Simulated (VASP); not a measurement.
Crystal: KBr.

```
K Br
1.0
     0.00000    3.35232    3.35232
     3.35232    0.00000    3.35232
     3.35232    3.35232    0.00000
K Br
1 1
Direct
  0.00000 0.00000 0.00000
  0.50000 0.50000 0.50000
```

| Property | Result |
| --- | --- |
| Program | VASP 6.6.1 |
| Task | relaxation of cell and atoms |
| Functional | LDA |
| Potentials or basis | VASP PAW LDA potentials, release 64 (K_sv, Br) |
| Cutoff | 600 eV |
| k mesh | 6 × 6 × 6 |
| Occupations | fermi-dirac, width 0.02 eV |
| Spin | no spin polarisation |

At the start: pressure -2.1 GPa; volume 37.67 Å³/atom.

**Question.** Where does the relaxation end?

**Answer.** Over 4 steps the energy falls by 38.7 meV/atom and the volume is 32.46 Å³/atom (-13.8 %); space group Fm-3m (No. 225, to 0.05 Å).

Step by step:
| step | energy change (eV) | largest force (eV/Å) | pressure (GPa) | volume (Å³) |
| --- | --- | --- | --- | --- |
| 1 | 0.0000 | 0.0000 | -2.07 | 75.35 |
| 2 | -0.0552 | 0.0000 | -1.28 | 70.16 |
| 3 | -0.0770 | 0.0000 | -0.18 | 65.61 |
| 4 | -0.0774 | 0.0000 | 0.02 | 64.92 |

Final structure:
```xyz
2
Lattice="0.0000 3.1900 3.1900 3.1900 0.0000 3.1900 3.1900 3.1900 0.0000" Properties=species:S:1:pos:R:3 pbc="T T T"
K     6.3800    3.1900    3.1900
Br    3.1900    3.1900    3.1900
```
